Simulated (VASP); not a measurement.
Here is a VASP 6.6.1 calculation.

The input INCAR:

```
  ALGO = Normal
  EDIFF = 1E-7
  ENCUT = 520
  GGA = PE
  ISIF = 2
  ISMEAR = 0
  LASPH = True
  LCHARG = False
  LREAL = False
  LWAVE = False
  NBANDS = 44
  NELM = 60
  PREC = Accurate
  SIGMA = 0.02
```

Contents of KPOINTS:

```
k-points
0
Gamma
  6 6 6
```

POSCAR

```
SiO2
1.0
   -2.6866874020      5.0925720661      4.4186202206
    2.6866874020     -5.0925720661      4.4186202206
    2.6866874020      5.0925720661     -4.4186202206
Si O
4 8
Direct
    0.9450849689      0.8503972471      0.0946877218
    0.7442904747      0.1496027529      0.5946877218
    0.0549150311      0.1496027529      0.9053122782
    0.2557095253      0.8503972471      0.4053122782
    0.1514602860      0.9014602860      0.2500000000
    0.8485397140      0.0985397140      0.7500000000
    0.8141014142      0.5000000000      0.8141014142
    0.1858985858      0.0000000000      0.6858985858
    0.1858985858      0.5000000000      0.1858985858
    0.8141014142      0.0000000000      0.3141014142
    0.0000000000      0.0000000000      0.0000000000
    0.5000000000      0.0000000000      0.5000000000
```

Potentials or basis: VASP PAW PBE potentials, release 64 (Si, O).

Launch:

```console
$ cat potpaw_PBE.64/Si/POTCAR potpaw_PBE.64/O/POTCAR > POTCAR
$ mpirun -np 1 vasp_std > vasp.out
```

Question: Predict the band gap on the k mesh.

Answer: 5.24 eV, direct.

Question: Predict the pressure.

Answer: -4.4 GPa.

Forces in eV/Å, atoms in the order of the input:
```
Si   0.000 -0.040  0.020
Si   0.000 -0.040 -0.020
Si   0.000  0.040 -0.020
Si   0.000  0.040  0.020
O    0.000  0.000 -0.001
O    0.000  0.000  0.001
O    0.000  0.017  0.000
O    0.000 -0.017  0.000
O    0.000 -0.017  0.000
O    0.000  0.017  0.000
O    0.000  0.000  0.000
O    0.000  0.000  0.000
```

 A k mesh can miss the band edges.
